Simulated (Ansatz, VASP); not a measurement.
**Mo: VASP beside Ansatz**

```
CELL_PARAMETERS angstrom
-1.58022 1.58022 1.58022
1.58022 -1.58022 1.58022
1.58022 1.58022 -1.58022
ATOMIC_POSITIONS crystal
Mo 0.00000 0.00000 0.00000
```

Alike in both runs: functional PBE; k mesh 18 × 18 × 18; occupations gaussian, width 0.1 eV; no spin polarisation.

Ansatz relaxed the structure, and its values are those at the end. VASP's run is a single point on that final structure, the one shown.

|  | VASP | Ansatz |
| --- | --- | --- |
| version | VASP 6.6.1 | Ansatz 0.2.0 |
| potentials or method | VASP PAW PBE potentials, release 64 (Mo_sv), cutoff 520 eV | scalar-relativistic, plane waves, PAW |
| valence electrons in the cell | 14 | 14 |

Ansatz gave:

```
gap on the k mesh at the Fermi level (eV) : none
pressure (GPa)                            : 0.0
```

Task: Estimate VASP's values.

Result: gap on the k mesh at the Fermi level (eV): none; pressure (GPa): 0.5.

A gap of «none» marks a metal or a gap that the smearing closes.
